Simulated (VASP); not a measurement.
Input of a VASP 6.6.1 run:

Contents of INCAR:

```
SYSTEM = ZnO
PREC = Accurate
ENCUT = 520
EDIFF = 1E-6
ISMEAR = -1
SIGMA = 0.05
LREAL = .False.
LASPH = .True.
NELM = 80
ALGO = Normal
ISIF = 2
LWAVE = .False.
LCHARG = .True.
GGA = PE
LELF = .True.
LVHAR = .True.
NBANDS = 16
```

Contents of KPOINTS:

```
regular mesh
0
Gamma
  11 11 11
  0 0 0
```

Contents of POSCAR:

```
ZnO
1.0
    0.0000000000      2.1401216220      2.1401216220
    2.1401216220      0.0000000000      2.1401216220
    2.1401216220      2.1401216220      0.0000000000
Zn O
1 1
Direct
    0.0000000000      0.0000000000      0.0000000000
    0.5000000000      0.5000000000      0.5000000000
```

Potentials or basis: VASP PAW PBE potentials, release 64 (Zn, O).

The run is started by

```bash
$ cat potpaw_PBE.64/Zn/POTCAR potpaw_PBE.64/O/POTCAR > POTCAR
$ mpirun -np 1 vasp_std > vasp.out
```

Q: Predict the band gap on the k mesh.

A: 0.90 eV, indirect (least direct gap 2.24 eV).

Q: Predict the pressure.

A: 7.3 GPa.

A k mesh can miss the band edges.
